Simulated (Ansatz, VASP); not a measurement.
## One calculation of PtSe2, two programs

Contents of INCAR:

```
PREC = Accurate ; ENCUT = 500
EDIFF = 1E-6 ; ISMEAR = -1
SIGMA = 0.2 ; LREAL = False
LASPH = True ; NELM = 120
ALGO = Normal ; ISIF = 2
LWAVE = False ; LCHARG = False
GGA = PE ; NBANDS = 18
GGA_COMPAT = False
```

Contents of KPOINTS:

```
regular mesh
0
Gamma
  6 6 6
```

POSCAR

```
PtSe2
1.0
    1.8457016919      1.0656163687      5.7607123393
   -1.8457016919      1.0656163687      5.7607123393
    0.0000000000     -2.1312327373      5.7607123393
Pt Se
1 2
Direct
    0.0000000000      0.0000000000      0.0000000000
    0.2567812155      0.2567812155      0.2567812155
    0.7432187845      0.7432187845      0.7432187845
```

Input for Ansatz:

```yaml
crystal:
  lattice:
    - [1.8457016919, 1.0656163687, 5.7607123393]
    - [-1.8457016919, 1.0656163687, 5.7607123393]
    - [0.0, -2.1312327373, 5.7607123393]
  atoms:
    - { symbol: Pt, position: [0.0, 0.0, 0.0] }
    - { symbol: Se, position: [0.2567812155, 0.2567812155, 0.2567812155] }
    - { symbol: Se, position: [0.7432187845, 0.7432187845, 0.7432187845] }
kpoints:
  mp_grid: { grid: [6, 6, 6] }
hamiltonian:
  xc: pbe
scf:
  occupations: { method: fermi_dirac, width: 0.2 }
  n_extra_bands: 4
output:
  forces: true
  stress: true
  eigenvalues: true
```

Alike in both runs: task single point; functional PBE; k mesh 6 × 6 × 6; occupations fermi-dirac, width 0.2 eV; no spin polarisation.

|  | VASP | Ansatz |
| --- | --- | --- |
| version | VASP 6.6.1 | Ansatz 0.2.0 |
| potentials or method | VASP PAW PBE potentials, release 64 (Pt, Se) | plane waves |
| plane-wave cutoff (eV) | 500 | 420 |
| valence electrons in the cell | 22 | 50 |

|  | VASP | Ansatz | Ansatz less VASP |
| --- | --- | --- | --- |
| pressure (GPa) | 3.7 | 3.7 | +0.02 |
| traceless stress, the component that is largest in VASP (GPa) | -1.18 | -1.18 | -0.002 |
| rms of the force components (eV/Å) | 0.086 | 0.085 | -0.0006 |

Atom by atom the forces differ by 0.001 eV/Å (rms over components). VASP's potentials hold 22 valence electrons a cell and Ansatz's 50, so a difference there can come from the potentials and not from the codes.

Spin-orbit coupling is off throughout.
